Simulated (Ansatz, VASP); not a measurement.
## SrCl2 in VASP and in Ansatz

File INCAR:

```
ALGO = Normal
EDIFF = 1E-7
ENCUT = 520
GGA = PS
ISIF = 2
ISMEAR = -1
LASPH = T
LCHARG = F
LREAL = F
LWAVE = F
NBANDS = 19
NELM = 60
PREC = Accurate
SIGMA = 0.05
```

The input KPOINTS:

```
k-points
0
Gamma
  7 7 7
```

The input POSCAR:

```
SrCl2
1.0
    0.0000000000      3.4412043558      3.4412043558
    3.4412043558      0.0000000000      3.4412043558
    3.4412043558      3.4412043558      0.0000000000
Sr Cl
1 2
Direct
    0.0000000000      0.0000000000      0.0000000000
    0.7500000000      0.7500000000      0.7500000000
    0.2500000000      0.2500000000      0.2500000000
```

The input input.yaml:

```yaml
crystal:
  lattice:
    - [0.0, 3.4412043558, 3.4412043558]
    - [3.4412043558, 0.0, 3.4412043558]
    - [3.4412043558, 3.4412043558, 0.0]
  atoms:
    - { symbol: Sr, position: [0.0, 0.0, 0.0] }
    - { symbol: Cl, position: [0.75, 0.75, 0.75] }
    - { symbol: Cl, position: [0.25, 0.25, 0.25] }
hamiltonian:
  xc: pbesol
  pseudopotentials: { kind: paw }
kpoints:
  mp_grid: { grid: [7, 7, 7] }
scf:
  occupations: { method: fermi_dirac, width: 0.05 }
output:
  forces: true
  stress: true
  eigenvalues: true
```

Alike in both runs: task single point; functional PBEsol; k mesh 7 × 7 × 7; occupations fermi-dirac, width 0.05 eV; no spin polarisation.

|  | VASP | Ansatz |
| --- | --- | --- |
| version | VASP 6.6.1 | Ansatz 0.2.0 |
| potentials or method | VASP PAW PBE potentials, release 64 (Sr_sv, Cl) | Ansatz PAW |
| plane-wave cutoff (eV) | 520 | 420 |
| valence electrons in the cell | 24 | 24 |

Ansatz gave:

- gap on the k mesh at the Fermi level (eV): 5.33
- least direct gap on the mesh (eV): 5.55
- pressure (GPa): 0.4

Question: Estimate VASP's values.

Answer: gap on the k mesh at the Fermi level (eV): 5.32; least direct gap on the mesh (eV): 5.55; pressure (GPa): 0.6.

VASP's potentials were made for PBE, not for PBEsol. With one functional, cell and mesh, what is left measures potentials, basis and numerics.

Noted on Ansatz's run: odd divisions of the mesh miss points on the zone boundary, where band edges often lie, so the gap on the mesh can be too wide.
